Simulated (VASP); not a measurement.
# TiN (Fm-3m) in VASP: further runs

TiN is run at these levels: PBEsol; tasks: single point.

Program: VASP 6.6.1. These are calculated values, not measurements. Logs are shortened: lines on timing, memory, paths and dates and some standing lists are left out, and cuts for length are marked.

**1. The cell of the first run**

It takes space group Fm-3m (No. 225, cubic). The conventional cell has a = 4.313 Å, b = 4.313 Å, c = 4.313 Å, α = 90.00°, β = 90.00°, γ = 90.00°. Within 2.9 Å of Ti (site symmetry m-3m) lie 6 N at 2.16 Å. N (site symmetry m-3m) has 6 Ti at 2.16 Å within 2.9 Å.

**2. Single point, PBEsol, collinear spin, ferromagnetic start**

The input, INCAR:

```
SYSTEM = TiN
  ALGO = Normal
  EDIFF = 1E-7
  ENCUT = 520
  GGA = PS
  ISIF = 2
  ISMEAR = 0
  ISPIN = 2
  LASPH = .TRUE.
  LCHARG = .FALSE.
  LMAXMIX = 4
  LORBIT = 11
  LREAL = .FALSE.
  LWAVE = .FALSE.
  MAGMOM = 0.5 0
  NBANDS = 20
  NELM = 150
  NUPDOWN = 0.5
  PREC = Accurate
  SIGMA = 0.15
```

The input, KPOINTS:

```
k-points
0
G
  20 20 20
  0 0 0
```

The input, POSCAR:

```
TiN
1.0
    0.0000000000      2.1565869739      2.1565869739
    2.1565869739      0.0000000000      2.1565869739
    2.1565869739      2.1565869739      0.0000000000
Ti N
1 1
Direct
    0.0000000000      0.0000000000      0.0000000000
    0.5000000000      0.5000000000      0.5000000000
```

Potentials or basis: VASP PAW PBE potentials, release 64 (Ti_sv, N).

Launch:

```
cat potpaw_PBE.64/Ti_sv/POTCAR potpaw_PBE.64/N/POTCAR > POTCAR
mpirun -np 1 vasp_std > vasp.out
```

OUTCAR:

```text
SYSTEM = TiN
   EDIFF = 1E-7
   ENCUT = 520
   GGA = PS
   ISIF = 2
   ISMEAR = 0
   ISPIN = 2
   LASPH = .TRUE.
   LORBIT = 11
   LREAL = .FALSE.
   NELM = 150
   NUPDOWN = 0.5
   PREC = Accurate

 ion  position               nearest neighbor table
   1  0.000  0.000  0.000-   2 2.16   2 2.16   2 2.16   2 2.16   2 2.16   2 2.16
   2  0.500  0.500  0.500-   1 2.16   1 2.16   1 2.16   1 2.16   1 2.16   1 2.16

  LATTYP: Found a face centered cubic cell.
 ALAT       =     4.3131739478

  Lattice vectors:

 A1 = (   0.0000000000,   2.1565869739,   2.1565869739)
 A2 = (   2.1565869739,   0.0000000000,   2.1565869739)
 A3 = (   2.1565869739,   2.1565869739,   0.0000000000)

Analysis of symmetry for initial positions (statically):
=====================================================================
 Subroutine PRICEL returns:
 Original cell was already a primitive cell.

 Routine SETGRP: Setting up the symmetry group for a
 face centered cubic supercell.

 Subroutine GETGRP returns: Found 48 space group operations
 (whereof 48 operations were pure point group operations)
 out of a pool of 48 trial point group operations.

The static configuration has the point symmetry O_h .

Analysis of symmetry for dynamics (positions and initial velocities):
=====================================================================
 Subroutine PRICEL returns:
 Original cell was already a primitive cell.

 Routine SETGRP: Setting up the symmetry group for a
 face centered cubic supercell.

 Subroutine GETGRP returns: Found 48 space group operations
 (whereof 48 operations were pure point group operations)
 out of a pool of 48 trial point group operations.

The dynamic configuration has the point symmetry O_h .

Analysis of structural, dynamic, and magnetic symmetry:
=====================================================================
 Subroutine PRICEL returns:
 Original cell was already a primitive cell.

 Routine SETGRP: Setting up the symmetry group for a
 face centered cubic supercell.

 Subroutine GETGRP returns: Found 48 space group operations
 (whereof 48 operations were pure point group operations)
 out of a pool of 48 trial point group operations.

The overall configuration has the point symmetry O_h .

 Subroutine INISYM returns: Found 48 space group operations
 (whereof 48 operations are pure point group operations),
 and found     1 'primitive' translations

----------------------------------------------------------------------------------------

                                     Primitive cell

  volume of cell :      20.0600

  direct lattice vectors                    reciprocal lattice vectors
     0.000000000  2.156586974  2.156586974    -0.231847825  0.231847825  0.231847825
     2.156586974  0.000000000  2.156586974     0.231847825 -0.231847825  0.231847825
     2.156586974  2.156586974  0.000000000     0.231847825  0.231847825 -0.231847825

  length of vectors
     3.049874547  3.049874547  3.049874547     0.401572213  0.401572213  0.401572213

  position of ions in fractional coordinates (direct lattice)
     0.000000000  0.000000000  0.000000000
     0.500000000  0.500000000  0.500000000

  ion indices of the primitive-cell ions
   primitive index   ion index
                 1           1
                 2           2

----------------------------------------------------------------------------------------

 KPOINTS: k-points

Automatic generation of k-mesh.
 Grid dimensions read from file:
 generate k-points for:   20   20   20

 Generating k-lattice:

  Cartesian coordinates                     Fractional coordinates (reciprocal lattice)
    -0.011592391  0.011592391  0.011592391     0.050000000  0.000000000  0.000000000
     0.011592391 -0.011592391  0.011592391     0.000000000  0.050000000  0.000000000
     0.011592391  0.011592391 -0.011592391     0.000000000  0.000000000  0.050000000

  Length of vectors
     0.020078611  0.020078611  0.020078611

  Shift w.r.t. Gamma in fractional coordinates (k-lattice)
     0.000000000  0.000000000  0.000000000

 Subroutine IBZKPT returns following result:
 ===========================================

 Found    256 irreducible k-points:

 Following reciprocal coordinates:
            Coordinates               Weight
  0.000000  0.000000  0.000000      1.000000
  0.050000  0.000000  0.000000      8.000000
  0.100000  0.000000  0.000000      8.000000
  0.150000  0.000000  0.000000      8.000000
  0.200000  0.000000  0.000000      8.000000
  0.250000  0.000000  0.000000      8.000000
[... 16 lines left out ...]
 -0.400000  0.050000  0.000000     24.000000
 -0.350000  0.050000  0.000000     24.000000
 [... further k-points ...]
   k-points           NKPTS =    256   k-points in BZ     NKDIM =    256   number of bands    NBANDS=     20
   number of dos      NEDOS =    301   number of ions     NIONS =      2
   total plane-waves  NPLWV =  13824
   dimension x,y,z NGX =    24 NGY =   24 NGZ =   24
   dimension x,y,z NGXF=    48 NGYF=   48 NGZF=   48
   ions per type =               1   1
   NGX,Y,Z   is equivalent  to a cutoff of  13.08, 13.08, 13.08 a.u.
   NGXF,Y,Z  is equivalent  to a cutoff of  26.16, 26.16, 26.16 a.u.
 SYSTEM =  TiN
   PREC   = accura    normal or accurate (medium, high low for compatibility)
   ISTART =      0    job   : 0-new  1-cont  2-samecut
   ICHARG =      2    charge: 1-file 2-atom 10-const
   ISPIN  =      2    spin polarized calculation?
   LNONCOLLINEAR =      F non collinear calculations
   LSORBIT =      F    spin-orbit coupling
   LASPH  =      T    aspherical Exc in radial PAW
   ENCUT  =  520.0 eV  38.22 Ry    6.18 a.u.   5.67  5.67  5.67*2*pi/ulx,y,z
   NELM   =    150;   NELMIN=  2; NELMDL= -5     # of ELM steps
   EDIFF  = 0.1E-06   stopping-criterion for ELM
   LREAL  =      F    real-space projection
   EDIFFG = 0.1E-05   stopping-criterion for IOM
   NSW    =      0    number of steps for IOM
   IBRION =     -1    ionic relax: 0-MD 1-quasi-New 2-CG
   NFREE  =      0    steps in history (QN), initial steepest desc. (CG)
   ISIF   =      2    stress and relaxation
   ISYM   =      2    0-nonsym 1-usesym 2-fastsym
   POTIM  = 0.5000    time-step for ionic-motion
   TEBEG  =    0.0;   TEEND  =   0.0 temperature during run
   PSTRESS=    0.0 pullay stress
   NELECT =      17.0000    total number of electrons
   NUPDOWN=       0.5000    fix difference up-down
   EMIN   =  10.00;   EMAX   =-10.00  energy-range for DOS
   EFERMI =   0.00;   METHOD = LEGACY
   ISMEAR =     0;   SIGMA  =   0.15  broadening in eV -4-tet -1-fermi 0-gaus
   EFERMI_NEDOS =   21; number of points for ismear=-14 and -15
   IALGO  =     38    algorithm
   IMIX   =      4    mixing-type and parameters
     AMIX     =   0.40;   BMIX     =  1.00
     AMIX_MAG =   1.60;   BMIX_MAG =  1.00
  volume/ion in A,a.u.               =      10.03        67.69
  Fermi-wavevector in a.u.,A,eV,Ry     =   1.549224  2.927608 32.655267  2.400094
  Thomas-Fermi vector in A             =   2.654061
   LORBIT       =     11    0 simple, 1 ext, 2 COOP (PROOUT), +10 PAW based schemes
   GGA     = PS    functional components
   LHFCALC =     F    Hartree Fock is set to
   AEXX    =    0.0000 exact exchange contribution
   IVDW    =     0    specifies the selected vdW correction
   LEPSILON=     F    determine dielectric tensor
   LRPA    =     F    only Hartree local field effects (RPA)
 spin polarized calculation
 Gauss-broadening in eV      SIGMA  =   0.15
  energy-cutoff  :      520.00
  volume of cell :       20.06
 maximum number of plane-waves:       560
   NGX = 11   NGY = 11   NGZ = 11

 number of electron      17.0000001 magnetization       0.5000000

 Free energy of the ion-electron system (eV)
  ---------------------------------------------------
  ext. energy  EPLUGINS =         0.00000000
  ---------------------------------------------------
  free energy    TOTEN  =       -20.60114934 eV

  energy without entropy =      -20.59182573  energy(sigma->0) =      -20.59648753

 E-fermi :  10.1848     XC(G=0): -12.9391

 val. band max:       10.9516559498   @ k =  -0.2500   0.1500   0.0000
 cond. band min:      10.1912433463   @ k =   0.4000   0.2000   0.0000
 fundamental gap:     -0.7604126036
 Fermi energy:        10.9548553779

 spin component 1

 k-point     1 :       0.0000    0.0000    0.0000
  band No.  band energies     occupation
      1     -47.1835      1.00000
      2     -23.2991      1.00000
      3     -23.2991      1.00000
      4     -23.2991      1.00000
      5      -6.1340      1.00000
      6       8.6681      1.00000
[... 12 lines left out ...]
     19      36.5925      0.00000
     20      36.5925      0.00000

 k-point     2 :       0.0500    0.0000    0.0000
  band No.  band energies     occupation
      1     -47.1816      1.00000
      2     -23.3130      1.00000
      3     -23.3003      1.00000
      4     -23.3003      1.00000
      5      -6.0882      1.00000
      6       8.3545      1.00000
[... 12 lines left out ...]
     19      35.4719      0.00000
     20      35.4719      0.00000

 k-point     3 :       0.1000    0.0000    0.0000
  band No.  band energies     occupation
      1     -47.1759      1.00000
      2     -23.3532      1.00000
      3     -23.3038      1.00000
      4     -23.3038      1.00000
      5      -5.9538      1.00000
      6       7.6820      1.00000
[... 12 lines left out ...]
     19      34.4569      0.00000
     20      34.4569      0.00000

 k-point     4 :       0.1500    0.0000    0.0000
  band No.  band energies     occupation
      1     -47.1672      1.00000
      2     -23.4153      1.00000
      3     -23.3093      1.00000
      4     -23.3093      1.00000
      5      -5.7389      1.00000
      6       6.8784      1.00000
[... 429 lines left out ...]
 k-point    23 :      -0.4000    0.0500    0.0000
  band No.  band energies     occupation
      1     -47.1085      1.00000
      2     -23.8036      1.00000
      3     -23.3582      1.00000
      4     -23.3434      1.00000
      5      -4.0417      1.00000
      6       3.1257      1.00000
[... 12 lines left out ...]
     19      33.9754      0.00000
     20      35.4013      0.00000

 k-point    24 :      -0.3500    0.0500    0.0000
  band No.  band energies     occupation
      1     -47.1163      1.00000
      2     -23.7529      1.00000
      3     -23.3552      1.00000
      4     -23.3364      1.00000
      5      -4.3103      1.00000
      6       3.5851      1.00000
[... 12 lines left out ...]
     19      33.2617      0.00000
     20      35.0352      0.00000

 [... further k-points ...]

 spin component 2

 k-point     1 :       0.0000    0.0000    0.0000
  band No.  band energies     occupation
      1     -46.8068      1.00000
      2     -22.9206      1.00000
      3     -22.9206      1.00000
      4     -22.9206      1.00000
      5      -6.0304      1.00000
      6       8.7288      1.00000
[... 12 lines left out ...]
     19      36.7920      0.00000
     20      36.7920      0.00000

 k-point     2 :       0.0500    0.0000    0.0000
  band No.  band energies     occupation
      1     -46.8049      1.00000
      2     -22.9347      1.00000
      3     -22.9218      1.00000
      4     -22.9218      1.00000
      5      -5.9849      1.00000
      6       8.4521      1.00000
[... 12 lines left out ...]
     19      35.7415      0.00000
     20      35.7415      0.00000

 k-point     3 :       0.1000    0.0000    0.0000
  band No.  band energies     occupation
      1     -46.7992      1.00000
      2     -22.9754      1.00000
      3     -22.9253      1.00000
      4     -22.9253      1.00000
      5      -5.8514      1.00000
      6       7.8154      1.00000
[... 12 lines left out ...]
     19      34.7233      0.00000
     20      34.7233      0.00000

 k-point     4 :       0.1500    0.0000    0.0000
  band No.  band energies     occupation
      1     -46.7905      1.00000
      2     -23.0382      1.00000
      3     -22.9308      1.00000
      4     -22.9308      1.00000
      5      -5.6381      1.00000
      6       7.0303      1.00000
[... 429 lines left out ...]
 k-point    23 :      -0.4000    0.0500    0.0000
  band No.  band energies     occupation
      1     -46.7314      1.00000
      2     -23.4308      1.00000
      3     -22.9794      1.00000
      4     -22.9644      1.00000
      5      -3.9615      1.00000
      6       3.3150      1.00000
[... 12 lines left out ...]
     19      34.2012      0.00000
     20      35.6467      0.00000

 k-point    24 :      -0.3500    0.0500    0.0000
  band No.  band energies     occupation
      1     -46.7393      1.00000
      2     -23.3795      1.00000
      3     -22.9765      1.00000
      4     -22.9575      1.00000
      5      -4.2254      1.00000
      6       3.7688      1.00000
[... 12 lines left out ...]
     19      33.4955      0.00000
     20      35.2684      0.00000

 [... further k-points ...]
[... 5 lines left out ...]
  --------------------------------------------------------------------------------------
  -------------------------------------------------------------------------------------
  Total       -2.1761133     -2.1761133     -2.1761133      0.0000000     -0.0000000      0.0000000
  in kB     -173.8045595   -173.8045595   -173.8045595      0.0000000     -0.0000000      0.0000000
  external PRESSURE =    -173.8045595 kB  Pullay stress =       0.0000000 kB

 VOLUME and BASIS-vectors are now :
 -----------------------------------------------------------------------------
  energy-cutoff  :      520.00
  volume of cell :       20.06
      direct lattice vectors                 reciprocal lattice vectors
     0.000000000  2.156586974  2.156586974    -0.231847825  0.231847825  0.231847825
     2.156586974  0.000000000  2.156586974     0.231847825 -0.231847825  0.231847825
     2.156586974  2.156586974  0.000000000     0.231847825  0.231847825 -0.231847825

 POSITION                                       TOTAL-FORCE (eV/Angst)
 -----------------------------------------------------------------------------------
      0.00000      0.00000      0.00000        -0.000000     -0.000000      0.000000
      2.15659      2.15659      2.15659         0.000000      0.000000     -0.000000
 -----------------------------------------------------------------------------------
    total drift:                                0.000000     -0.000000     -0.000000

  FREE ENERGIE OF THE ION-ELECTRON SYSTEM (eV)
  ---------------------------------------------------
  free  energy   TOTEN  =       -20.6011493417 eV

  energy  without entropy=      -20.5918257262  energy(sigma->0) =      -20.59648753

 total charge

# of ion       s       p       d       tot
------------------------------------------
    1        2.175   6.205   1.927  10.307
    2        1.236   2.462   0.000   3.698
--------------------------------------------------
tot          3.410   8.667   1.927  14.004

 magnetization (x)

# of ion       s       p       d       tot
------------------------------------------
    1        0.003   0.003   0.382   0.388
    2       -0.000   0.019   0.000   0.019
--------------------------------------------------
tot          0.003   0.022   0.382   0.407
```

Wall time 2.3 min (1 thread of AMD EPYC 9R45 (Zen 5), shared host); peak memory 0.24 GiB.

Results:

| Property | Result |
| --- | --- |
| Free energy | -20.6011 eV |
| Pressure | -17.4 GPa |
| Net moment | 0.50 μB per cell |
| Site moments | Ti +0.39; N +0.02 μB |
| Valence electrons inside the program's atomic spheres | Ti 10.31; N 3.70 |

Caveat: the PAW data sets were made with another functional, which shifts forces and pressure a little; the total moment is fixed, so each spin has its own Fermi level.

(Part 1 of 3 ends here.)
